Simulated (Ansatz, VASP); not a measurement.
## BiB: VASP beside Ansatz

The input POSCAR:

```
BiB
1.0
    0.0000000000      2.7448744664      2.7448744664
    2.6968391632      0.0000000000      2.7448744664
    2.6968391632      2.7448744664      0.0000000000
B Bi
1 1
Direct
    0.0000000000      0.0000000000      0.0000000000
    0.2500000000      0.2500000000      0.2500000000
```

File INCAR.step1:

```
PREC = Accurate
ENCUT = 520
EDIFF = 1E-5
ISMEAR = 0
SIGMA = 0.01
LREAL = F
LASPH = T
NELM = 100
ALGO = Normal
ISIF = 2
LWAVE = T
LCHARG = F
GGA = PE
NBANDS = 16
```

The input INCAR.step2:

```
PREC = Accurate
ENCUT = 520
EDIFF = 1E-7
ISMEAR = 0
SIGMA = 0.01
LREAL = F
LASPH = T
NELM = 100
ALGO = Normal
ISIF = 2
LWAVE = F
LCHARG = F
GGA = PE
LHFCALC = T
HFSCREEN = 0.2079
PRECFOCK = Normal
ISTART = 1
NBANDS = 16
```

Contents of KPOINTS:

```
Automatic mesh
0
Gamma
  6 6 6
```

Input for Ansatz:

```yaml
crystal:
  lattice:
    - [0.0, 2.7448744664, 2.7448744664]
    - [2.6968391632, 0.0, 2.7448744664]
    - [2.6968391632, 2.7448744664, 0.0]
  atoms:
    - { symbol: B, position: [0.0, 0.0, 0.0] }
    - { symbol: Bi, position: [0.25, 0.25, 0.25] }
kpoints:
  mp_grid: { grid: [6, 6, 6] }
  band_path:
    path:
      - [0.0, 0.0, 0.0]
      - [-0.5, -0.5, 0.0]
      - [-0.375, -0.375, 0.25]
      - [-0.375, 0.0, 0.375]
      - [0.0, 0.0, 0.5]
      - [-0.5, -0.25, 0.25]
    npoints: 1
hamiltonian:
  xc: hse06
scf:
  occupations: { method: fixed }
  n_extra_bands: 4
output:
  forces: true
  stress: true
  eigenvalues: true
```

Change from the starting cell: uniaxial_x strain -1.8%.

Alike in both runs: task single point; functional HSE06; k mesh 6 × 6 × 6; no spin polarisation.

|  | VASP | Ansatz |
| --- | --- | --- |
| version | VASP 6.6.1 | Ansatz 0.2.0 |
| potentials or method | VASP PAW PBE potentials, release 64 (B, Bi_d) | plane waves, PAW |
| plane-wave cutoff (eV) | 520 | 420 |
| occupations | gaussian, width 0.01 eV | fixed |
| valence electrons in the cell | 18 | 18 |

VASP gave:

| Property | Result |
| --- | --- |
| gap on the k mesh at the Fermi level (eV) | 0.90 |
| pressure (GPa) | -0.4 |
| traceless stress, the component that is largest in VASP (GPa) | 1.23 |

Question: Estimate Ansatz's values.

Answer: gap on the k mesh at the Fermi level (eV): 0.91; pressure (GPa): -0.4; traceless stress, the component that is largest in VASP (GPa): 1.23.

Ansatz's warnings: stress exchange threshold loose, stress scf threshold loose.

Spin-orbit coupling is off throughout.
